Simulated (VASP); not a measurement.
Write the native input for VASP 6.6.1 that does the following.

| Item | Value |
| --- | --- |
| Task | single point |
| Functional | PBE |
| Potentials or basis | VASP PAW PBE potentials, release 64 (Pb_d) |
| Cutoff | 520 eV |
| k mesh | 7 × 7 × 7 |
| Occupations | fermi-dirac, width 0.05 eV |
| Spin | no spin polarisation |
| Dipole correction | no |
| Further INCAR settings | ALGO = Normal; EDIFF = 1e-06; NBANDS = 21 |

The structure of Pb lies in POSCAR:

```
Pb
1.0
    0.0000000000      3.3687966822      3.3687966822
    3.3687966822      0.0000000000      3.3687966822
    3.3687966822      3.3687966822      0.0000000000
Pb
2
Direct
    0.2500000000      0.2500000000      0.2500000000
    0.0000000000      0.0000000000      0.0000000000
```

One way to write it, as run:

INCAR

```
SYSTEM = Pb
  PREC = Accurate
  ENCUT = 520
  EDIFF = 1E-6
  ISMEAR = -1
  SIGMA = 0.05
  LREAL = .False.
  LASPH = .True.
  NELM = 100
  ALGO = Normal
  ISIF = 2
  LWAVE = .False.
  LCHARG = .False.
  GGA = PE
  NBANDS = 21
```

KPOINTS

```
Automatic mesh
0
Gamma
  7 7 7
  0 0 0
```

Potentials or basis: VASP PAW PBE potentials, release 64 (Pb_d).

Launch:

```bash
$ cat potpaw_PBE.64/Pb_d/POTCAR > POTCAR
$ mpirun -np 1 vasp_std > vasp.out
```

It gave:

- Pressure: 4.9 GPa
- Band gap on the k mesh: zero (band 14 reaches 5.36 eV, above the bottom of band 15 at 4.15 eV)

Caveat: spin-orbit coupling is left out, which moves the levels of the heavy elements.

Run time: 37 s on 1 thread of AMD EPYC 7R43 64-Core Processor (Zen 3), on a shared host, peak memory 0.17 GiB.
